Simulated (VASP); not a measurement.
Set up this calculation in VASP 6.6.1, as the native input.

- Task: electric field gradients
- Functional: LDA
- Potentials or basis: VASP PAW LDA potentials, release 64 (Pb_d)
- Cutoff: 520 eV
- k mesh: 8 × 8 × 8
- Occupations: fermi-dirac, width 0.05 eV
- Spin: no spin polarisation
- Dipole correction: no
- Further INCAR settings: ALGO = Normal; EDIFF = 1e-08; NBANDS = 21

The structure of Pb lies in POSCAR:

```
Pb
1.0
    0.0343900006      3.4561950558      3.4561950558
    3.4561950558      0.0343900006      3.4561950558
    3.4561950558      3.4561950558      0.0343900006
Pb
2
Direct
    0.0000000000      0.0000000000      0.0000000000
    0.2500000000      0.2500000000      0.2500000000
```

This cell differs from its parent crystal: equal xy, yz and zx shear strains of +1 %.

These files were run (other wordings do the same):

INCAR

```
  PREC = Accurate
  ENCUT = 520
  EDIFF = 1E-8
  ISMEAR = -1
  SIGMA = 0.05
  LREAL = False
  LASPH = True
  NELM = 60
  ALGO = Normal
  ISIF = 2
  LWAVE = False
  LCHARG = False
  LEFG = True
  NBANDS = 21
```

KPOINTS

```
Automatic mesh
0
Gamma
  8 8 8
```

Potentials or basis: VASP PAW LDA potentials, release 64 (Pb_d).

Run with:

```bash
$ cat potpaw_LDA.64/Pb_d/POTCAR > POTCAR
$ mpirun -np 1 vasp_std > vasp.out
```

Results of the run:

| Quantity | Value |
| --- | --- |
| Pressure | -0.7 GPa |
| Largest force | 0.105 eV/Å |
| Band gap on the k mesh | zero (band 14 reaches 4.45 eV, above the bottom of band 15 at 3.29 eV) |

Caveat: the cell differs from its parent crystal (equal xy, yz and zx shear strains of +1 %); without QUAD_EFG the Cq values of the log hold for a quadrupole moment of 1 mb, not for the nuclei; spin-orbit coupling is left out, which moves the levels of the heavy elements.

Run time: 30 s on 1 thread of Intel(R) Xeon(R) 6975P-C (Granite Rapids), on a shared host, peak memory 0.22 GiB.
